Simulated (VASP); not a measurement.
# RuS2 (P-3m1) in VASP: a series of runs

The runs below take RuS2 through single point, with PBE.

Everything below comes from runs of VASP 6.6.1. Logs are shortened: lines on timing, memory, paths and dates and some standing lists are left out, and cuts for length are marked.

## 1. The cell of the first run

The structure is trigonal, space group P-3m1 (No. 164). Conventional cell: a = 3.438 Å, b = 3.438 Å, c = 5.152 Å, α = 90.00°, β = 90.00°, γ = 120.00°. Within 3.1 Å of Ru (site symmetry -3m) lie 6 S at 2.38 Å. S (site symmetry 3m) has 3 Ru at 2.38 Å and 6 S at 3.22 to 3.28 Å within 3.3 Å.

## 2. Single point, PBE, collinear spin, ferromagnetic start

INCAR

```
SYSTEM = RuS2
  ALGO = Normal
  EDIFF = 1E-6
  ENCUT = 520
  GGA = PE
  ISIF = 2
  ISMEAR = 0
  ISPIN = 2
  LASPH = .True.
  LCHARG = .True.
  LELF = .True.
  LMAXMIX = 4
  LORBIT = 11
  LREAL = .False.
  LVHAR = .True.
  LWAVE = .False.
  MAGMOM = 0.5 0 0
  NBANDS = 24
  NELM = 150
  PREC = Accurate
  SIGMA = 0.1
```

KPOINTS

```
k-points
0
Gamma
  12 12 8
  0 0 0
```

POSCAR

```
RuS2
1.0
    3.4375932958      0.0000000000      0.0000000000
   -1.7187966479      2.9770431220      0.0000000000
    0.0000000000      0.0000000000      5.1522938752
Ru S
1 2
Direct
    0.0000000000      0.0000000000      0.0000000000
    0.3333333333      0.6666666667      0.2537349879
    0.6666666667      0.3333333333      0.7462650121
```

Potentials or basis: VASP PAW PBE potentials, release 64 (Ru_pv, S).

On the command line:

```console
> cat potpaw_PBE.64/Ru_pv/POTCAR potpaw_PBE.64/S/POTCAR > POTCAR
> mpirun -np 1 vasp_std > vasp.out
```

OUTCAR:

```text
SYSTEM = RuS2
   EDIFF = 1E-6
   ENCUT = 520
   GGA = PE
   ISIF = 2
   ISMEAR = 0
   ISPIN = 2
   LASPH = .True.
   LORBIT = 11
   LREAL = .False.
   NELM = 150
   PREC = Accurate

 ion  position               nearest neighbor table
   1  0.000  0.000  0.000-   2 2.38   3 2.38   2 2.38   3 2.38   3 2.38   2 2.38
   2  0.333  0.667  0.254-   1 2.38   1 2.38   1 2.38
   3  0.667  0.333  0.746-   1 2.38   1 2.38   1 2.38

  LATTYP: Found a hexagonal cell.
 ALAT       =     3.4375932958
 C/A-ratio  =     1.4988084488

  Lattice vectors:

 A1 = (   3.4375932958,   0.0000000000,   0.0000000000)
 A2 = (  -1.7187966479,   2.9770431220,   0.0000000000)
 A3 = (   0.0000000000,   0.0000000000,   5.1522938752)

Analysis of symmetry for initial positions (statically):
=====================================================================
 Subroutine PRICEL returns:
 Original cell was already a primitive cell.

 Routine SETGRP: Setting up the symmetry group for a
 hexagonal supercell.

 Subroutine GETGRP returns: Found 12 space group operations
 (whereof 12 operations were pure point group operations)
 out of a pool of 24 trial point group operations.

The static configuration has the point symmetry D_3d.

Analysis of symmetry for dynamics (positions and initial velocities):
=====================================================================
 Subroutine PRICEL returns:
 Original cell was already a primitive cell.

 Routine SETGRP: Setting up the symmetry group for a
 hexagonal supercell.

 Subroutine GETGRP returns: Found 12 space group operations
 (whereof 12 operations were pure point group operations)
 out of a pool of 24 trial point group operations.

The dynamic configuration has the point symmetry D_3d.

Analysis of structural, dynamic, and magnetic symmetry:
=====================================================================
 Subroutine PRICEL returns:
 Original cell was already a primitive cell.

 Routine SETGRP: Setting up the symmetry group for a
 hexagonal supercell.

 Subroutine GETGRP returns: Found 12 space group operations
 (whereof 12 operations were pure point group operations)
 out of a pool of 24 trial point group operations.

The overall configuration has the point symmetry D_3d.

 Subroutine INISYM returns: Found 12 space group operations
 (whereof 12 operations are pure point group operations),
 and found     1 'primitive' translations

----------------------------------------------------------------------------------------

                                     Primitive cell

  volume of cell :      52.7279

  direct lattice vectors                    reciprocal lattice vectors
     3.437593296  0.000000000  0.000000000     0.290901196  0.167951884  0.000000000
    -1.718796648  2.977043122  0.000000000     0.000000000  0.335903767  0.000000000
     0.000000000  0.000000000  5.152293875     0.000000000  0.000000000  0.194088308

  length of vectors
     3.437593296  3.437593296  5.152293875     0.335903767  0.335903767  0.194088308

  position of ions in fractional coordinates (direct lattice)
     0.000000000  0.000000000  0.000000000
     0.333333333  0.666666667  0.253734988
     0.666666667  0.333333333  0.746265012

  ion indices of the primitive-cell ions
   primitive index   ion index
                 1           1
                 2           2
                 3           3

----------------------------------------------------------------------------------------

 KPOINTS: k-points

Automatic generation of k-mesh.
 Grid dimensions read from file:
 generate k-points for:   12   12    8

 Generating k-lattice:

  Cartesian coordinates                     Fractional coordinates (reciprocal lattice)
     0.024241766  0.013995990  0.000000000     0.083333333  0.000000000  0.000000000
     0.000000000  0.027991981  0.000000000     0.000000000  0.083333333  0.000000000
     0.000000000  0.000000000  0.024261038     0.000000000  0.000000000  0.125000000

  Length of vectors
     0.027991981  0.027991981  0.024261038

  Shift w.r.t. Gamma in fractional coordinates (k-lattice)
     0.000000000  0.000000000  0.000000000

 Subroutine IBZKPT returns following result:
 ===========================================

 Found    131 irreducible k-points:

 Following reciprocal coordinates:
            Coordinates               Weight
  0.000000  0.000000  0.000000      1.000000
  0.083333 -0.000000  0.000000      6.000000
  0.166667 -0.000000  0.000000      6.000000
  0.250000 -0.000000  0.000000      6.000000
  0.333333 -0.000000  0.000000      6.000000
  0.416667 -0.000000  0.000000      6.000000
[... 16 lines left out ...]
  0.166667 -0.000000  0.125000      6.000000
  0.000000  0.166667  0.125000      6.000000
 [... further k-points ...]
   k-points           NKPTS =    131   k-points in BZ     NKDIM =    131   number of bands    NBANDS=     24
   number of dos      NEDOS =    301   number of ions     NIONS =      3
   total plane-waves  NPLWV =  31360
   dimension x,y,z NGX =    28 NGY =   28 NGZ =   40
   dimension x,y,z NGXF=    56 NGYF=   56 NGZF=   80
   ions per type =               1   2
   NGX,Y,Z   is equivalent  to a cutoff of  13.54, 13.54, 12.91 a.u.
   NGXF,Y,Z  is equivalent  to a cutoff of  27.08, 27.08, 25.81 a.u.
 SYSTEM =  RuS2
   PREC   = accura    normal or accurate (medium, high low for compatibility)
   ISTART =      0    job   : 0-new  1-cont  2-samecut
   ICHARG =      2    charge: 1-file 2-atom 10-const
   ISPIN  =      2    spin polarized calculation?
   LNONCOLLINEAR =      F non collinear calculations
   LSORBIT =      F    spin-orbit coupling
   LASPH  =      T    aspherical Exc in radial PAW
   ENCUT  =  520.0 eV  38.22 Ry    6.18 a.u.   6.39  6.39  9.58*2*pi/ulx,y,z
   NELM   =    150;   NELMIN=  2; NELMDL= -5     # of ELM steps
   EDIFF  = 0.1E-05   stopping-criterion for ELM
   LREAL  =      F    real-space projection
   EDIFFG = 0.1E-04   stopping-criterion for IOM
   NSW    =      0    number of steps for IOM
   IBRION =     -1    ionic relax: 0-MD 1-quasi-New 2-CG
   NFREE  =      0    steps in history (QN), initial steepest desc. (CG)
   ISIF   =      2    stress and relaxation
   ISYM   =      2    0-nonsym 1-usesym 2-fastsym
   POTIM  = 0.5000    time-step for ionic-motion
   TEBEG  =    0.0;   TEEND  =   0.0 temperature during run
   PSTRESS=    0.0 pullay stress
   NELECT =      26.0000    total number of electrons
   NUPDOWN=      -1.0000    fix difference up-down
   EMIN   =  10.00;   EMAX   =-10.00  energy-range for DOS
   EFERMI =   0.00;   METHOD = LEGACY
   ISMEAR =     0;   SIGMA  =   0.10  broadening in eV -4-tet -1-fermi 0-gaus
   EFERMI_NEDOS =   21; number of points for ismear=-14 and -15
   IALGO  =     38    algorithm
   IMIX   =      4    mixing-type and parameters
     AMIX     =   0.40;   BMIX     =  1.00
     AMIX_MAG =   1.60;   BMIX_MAG =  1.00
  volume/ion in A,a.u.               =      17.58       118.61
  Fermi-wavevector in a.u.,A,eV,Ry     =   1.293359  2.444095 22.759531  1.672778
  Thomas-Fermi vector in A             =   2.425010
   LORBIT       =     11    0 simple, 1 ext, 2 COOP (PROOUT), +10 PAW based schemes
   GGA     = PE    functional components
   LHFCALC =     F    Hartree Fock is set to
   AEXX    =    0.0000 exact exchange contribution
   IVDW    =     0    specifies the selected vdW correction
   LEPSILON=     F    determine dielectric tensor
   LRPA    =     F    only Hartree local field effects (RPA)
 spin polarized calculation
 Gauss-broadening in eV      SIGMA  =   0.10
  energy-cutoff  :      520.00
  volume of cell :       52.73
 maximum number of plane-waves:      1445
 NGX is ok and might be reduce to    28
   NGX = 13   NGY = 13   NGZ = 19

 number of electron      25.9999998 magnetization       0.7595465

 Free energy of the ion-electron system (eV)
  ---------------------------------------------------
  ext. energy  EPLUGINS =         0.00000000
  ---------------------------------------------------
  free energy    TOTEN  =       -18.00902268 eV

  energy without entropy =      -17.99202135  energy(sigma->0) =      -18.00052201

 E-fermi :   6.7630     XC(G=0): -10.9056

 val. band max:        6.7622084744   @ k =   0.1667  -0.0000   0.0000
 cond. band min:       6.7655047602   @ k =   0.3333   0.3333   0.1250
 fundamental gap:      0.0032962858
 Fermi energy:         6.7629526447

 spin component 1

 k-point     1 :       0.0000    0.0000    0.0000
  band No.  band energies     occupation
      1     -36.1888      1.00000
      2     -36.1794      1.00000
      3     -36.1794      1.00000
      4      -7.8399      1.00000
      5      -5.3963      1.00000
      6       0.3638      1.00000
[... 16 lines left out ...]
     23      20.3139      0.00000
     24      20.3139      0.00000

 k-point     2 :       0.0833   -0.0000    0.0000
  band No.  band energies     occupation
      1     -36.1881      1.00000
      2     -36.1842      1.00000
      3     -36.1806      1.00000
      4      -7.7533      1.00000
      5      -5.4154      1.00000
      6       0.4712      1.00000
[... 16 lines left out ...]
     23      19.5105      0.00000
     24      19.7675      0.00000

 k-point     3 :       0.1667   -0.0000    0.0000
  band No.  band energies     occupation
      1     -36.1974      1.00000
      2     -36.1860      1.00000
      3     -36.1838      1.00000
      4      -7.5041      1.00000
      5      -5.4694      1.00000
      6       0.7793      1.00000
[... 16 lines left out ...]
     23      18.4435      0.00000
     24      18.6102      0.00000
[... 514 lines left out ...]
 k-point    23 :       0.1667   -0.0000    0.1250
  band No.  band energies     occupation
      1     -36.1974      1.00000
      2     -36.1860      1.00000
      3     -36.1838      1.00000
      4      -7.4460      1.00000
      5      -5.5821      1.00000
      6       0.9276      1.00000
[... 16 lines left out ...]
     23      18.2261      0.00000
     24      18.5265      0.00000

 k-point    24 :       0.0000    0.1667    0.1250
  band No.  band energies     occupation
      1     -36.1974      1.00000
      2     -36.1860      1.00000
      3     -36.1838      1.00000
      4      -7.4561      1.00000
      5      -5.5573      1.00000
      6       0.8212      1.00000
[... 16 lines left out ...]
     23      18.6601      0.00000
     24      18.9373      0.00000

 [... further k-points ...]

 spin component 2

 k-point     1 :       0.0000    0.0000    0.0000
  band No.  band energies     occupation
      1     -35.8088      1.00000
      2     -35.7455      1.00000
      3     -35.7455      1.00000
      4      -7.7484      1.00000
      5      -5.3031      1.00000
      6       0.5024      1.00000
[... 16 lines left out ...]
     23      20.4582      0.00000
     24      20.4582      0.00000

 k-point     2 :       0.0833   -0.0000    0.0000
  band No.  band energies     occupation
      1     -35.8081      1.00000
      2     -35.7504      1.00000
      3     -35.7466      1.00000
      4      -7.6619      1.00000
      5      -5.3214      1.00000
      6       0.6096      1.00000
[... 16 lines left out ...]
     23      19.6390      0.00000
     24      19.8908      0.00000

 k-point     3 :       0.1667   -0.0000    0.0000
  band No.  band energies     occupation
      1     -35.8059      1.00000
      2     -35.7638      1.00000
      3     -35.7499      1.00000
      4      -7.4128      1.00000
      5      -5.3733      1.00000
      6       0.9179      1.00000
[... 16 lines left out ...]
     23      18.5681      0.00000
     24      18.7241      0.00000
[... 514 lines left out ...]
 k-point    23 :       0.1667   -0.0000    0.1250
  band No.  band energies     occupation
      1     -35.8060      1.00000
      2     -35.7638      1.00000
      3     -35.7499      1.00000
      4      -7.3546      1.00000
      5      -5.4862      1.00000
      6       1.0672      1.00000
[... 16 lines left out ...]
     23      18.3349      0.00000
     24      18.6188      0.00000

 k-point    24 :       0.0000    0.1667    0.1250
  band No.  band energies     occupation
      1     -35.8060      1.00000
      2     -35.7638      1.00000
      3     -35.7499      1.00000
      4      -7.3646      1.00000
      5      -5.4617      1.00000
      6       0.9663      1.00000
[... 16 lines left out ...]
     23      18.7929      0.00000
     24      19.0643      0.00000

 [... further k-points ...]

------------------------ aborting loop because EDIFF is reached ----------------------------------------

  FORCE on cell =-STRESS in cart. coord.  units (eV):
  Direction    XX          YY          ZZ          XY          YZ          ZX
  --------------------------------------------------------------------------------------
  -------------------------------------------------------------------------------------
  Total       -0.0868987     -0.0868987     -0.0326673      0.0000000      0.0000000      0.0000000
  in kB       -2.6404835     -2.6404835     -0.9926209      0.0000000      0.0000000      0.0000000
  external PRESSURE =      -2.0911960 kB  Pullay stress =       0.0000000 kB

 VOLUME and BASIS-vectors are now :
 -----------------------------------------------------------------------------
  energy-cutoff  :      520.00
  volume of cell :       52.73
      direct lattice vectors                 reciprocal lattice vectors
     3.437593296  0.000000000  0.000000000     0.290901196  0.167951884  0.000000000
    -1.718796648  2.977043122  0.000000000     0.000000000  0.335903767  0.000000000
     0.000000000  0.000000000  5.152293875     0.000000000  0.000000000  0.194088308

 POSITION                                       TOTAL-FORCE (eV/Angst)
 -----------------------------------------------------------------------------------
      0.00000      0.00000      0.00000        -0.000000      0.000000      0.000000
     -0.00000      1.98470      1.30732         0.000000      0.000000     -0.015333
      1.71880      0.99235      3.84498        -0.000000     -0.000000      0.015333
 -----------------------------------------------------------------------------------
    total drift:                                0.000000      0.000000     -0.000000

  FREE ENERGIE OF THE ION-ELECTRON SYSTEM (eV)
  ---------------------------------------------------
  free  energy   TOTEN  =       -18.0090226787 eV

  energy  without entropy=      -17.9920213512  energy(sigma->0) =      -18.00052201

 total charge

# of ion       s       p       d       tot
------------------------------------------
    1        0.340   6.278   5.978  12.596
    2        1.362   2.281   0.000   3.643
    3        1.362   2.281   0.000   3.643
--------------------------------------------------
tot          3.064  10.840   5.978  19.882

 magnetization (x)

# of ion       s       p       d       tot
------------------------------------------
    1        0.010   0.014   0.534   0.557
    2        0.002   0.056   0.000   0.059
    3        0.002   0.056   0.000   0.059
--------------------------------------------------
tot          0.015   0.126   0.534   0.675
```

Wall time 9.7 min (1 thread of Intel Xeon 8259CL, shared host); peak memory 0.37 GiB.

Results:

- Free energy: -18.0090 eV
- Pressure: -0.2 GPa
- Largest force: 0.015 eV/Å
- Net moment: 0.76 μB per cell
- Site moments: Ru +0.56; S +0.06 μB
- Valence electrons inside the program's atomic spheres: Ru 12.60; S 3.64

Forces in eV/Å, atoms in the order of the input:
```
Ru   0.000  0.000  0.000
S    0.000  0.000 -0.015
S    0.000  0.000  0.015
```

Stress tensor (GPa, compression positive):
```
-0.26  0.00  0.00
 0.00 -0.26  0.00
 0.00  0.00 -0.10
```

Levels at points of the mesh, in eV from the Fermi level:
Spin up:
| k point | band 10 | band 11 | band 12 | band 13 | band 14 | band 15 | band 16 | band 17 |
| --- | --- | --- | --- | --- | --- | --- | --- | --- |
| (0.00, 0.00, 0.00) | -1.92 | -0.67 | -0.42 | -0.42 | 0.31 | 2.78 | 2.78 | 5.45 |
| (0.50, 0.00, 0.00) | -3.19 | -2.38 | -1.38 | -0.96 | -0.35 | 2.78 | 3.47 | 7.02 |
| (0.00, 0.00, 0.50) | -1.95 | -1.95 | -0.76 | -0.76 | 0.30 | 3.45 | 3.45 | 6.44 |
| (0.50, 0.00, 0.50) | -1.82 | -1.80 | -1.13 | -0.97 | -0.46 | 2.49 | 3.64 | 5.68 |
Spin down:
```csv
k point,band 10,band 11,band 12,band 13,band 14,band 15,band 16,band 17
"(0.00, 0.00, 0.00)",-1.51,-0.33,-0.31,-0.31,0.36,2.98,2.98,5.50
"(0.50, 0.00, 0.00)",-3.13,-2.28,-1.09,-0.45,0.10,2.98,3.66,7.11
"(0.00, 0.00, 0.50)",-1.54,-1.54,-0.64,-0.64,0.57,3.65,3.65,6.49
"(0.50, 0.00, 0.50)",-1.69,-1.49,-1.05,-0.46,0.01,2.67,3.83,5.74
```

Caveat: an empty level that is flat over the whole mesh can mark a ghost state of the potentials, or a narrow d or f band.

## 3. Single point, PBE, collinear spin, ferromagnetic start

INCAR

```
SYSTEM = RuS2
  PREC = Accurate
  ENCUT = 520
  EDIFF = 1E-7
  ISMEAR = 0
  SIGMA = 0.1
  LREAL = .False.
  LASPH = .True.
  NELM = 150
  ALGO = Normal
  ISIF = 2
  LWAVE = .False.
  LCHARG = .True.
  ISPIN = 2
  MAGMOM = 2 0 0
  LORBIT = 11
  LMAXMIX = 4
  GGA = PE
  LELF = .True.
  LVHAR = .True.
  NBANDS = 24
```

KPOINTS

```
Automatic mesh
0
Gamma
  12 12 8
  0 0 0
```

POSCAR is that of step 2.

Potentials or basis: VASP PAW PBE potentials, release 64 (Ru_pv, S).

On the command line:

```console
> cat potpaw_PBE.64/Ru_pv/POTCAR potpaw_PBE.64/S/POTCAR > POTCAR
> mpirun -np 1 vasp_std > vasp.out
```

Run time: 11 min. Hardware: 1 thread of Intel Xeon 8259CL, shared host; peak memory 0.37 GiB.

It converged, with:

```yaml
Free_energy: -18.0090 eV
Pressure: -0.2 GPa
Largest_force: 0.015 eV/Å
Net_moment: 0.76 μB per cell
Site_moments: Ru +0.56; S +0.06 μB
Valence_electrons_inside_the_program's_atomic_spheres: Ru 12.60; S 3.64
```

Forces in eV/Å, atoms in the order of the input:
```
Ru   0.000  0.000  0.000
S    0.000  0.000 -0.015
S    0.000  0.000  0.015
```

Stress tensor (GPa, compression positive):
```
-0.27  0.00  0.00
 0.00 -0.27  0.00
 0.00  0.00 -0.10
```

Levels at points of the mesh, in eV from the Fermi level:
Spin up:
| k point | band 9 | band 10 | band 11 | band 12 | band 13 | band 14 | band 15 | band 16 | band 17 | band 18 |
| --- | --- | --- | --- | --- | --- | --- | --- | --- | --- | --- |
| (0.00, 0.00, 0.00) | -1.92 | -1.92 | -0.67 | -0.42 | -0.42 | 0.31 | 2.78 | 2.78 | 5.45 | 7.11 |
| (0.50, 0.00, 0.00) | -3.74 | -3.19 | -2.38 | -1.38 | -0.96 | -0.35 | 2.78 | 3.47 | 7.02 | 7.27 |
| (0.00, 0.00, 0.50) | -2.70 | -1.95 | -1.95 | -0.76 | -0.76 | 0.30 | 3.45 | 3.45 | 6.44 | 8.46 |
| (0.50, 0.00, 0.50) | -3.82 | -1.82 | -1.80 | -1.13 | -0.97 | -0.46 | 2.49 | 3.64 | 5.68 | 6.79 |
Spin down:
```
           k point  band 11  band 12  band 13  band 14  band 15  band 16
(0.00, 0.00, 0.00)    -0.33    -0.31    -0.31     0.36     2.98     2.98
(0.50, 0.00, 0.00)    -2.28    -1.09    -0.45     0.10     2.98     3.66
(0.00, 0.00, 0.50)    -1.54    -0.64    -0.64     0.57     3.65     3.65
(0.50, 0.00, 0.50)    -1.49    -1.05    -0.46     0.01     2.67     3.83
```

Caveat: an empty level that is flat over the whole mesh can mark a ghost state of the potentials, or a narrow d or f band.
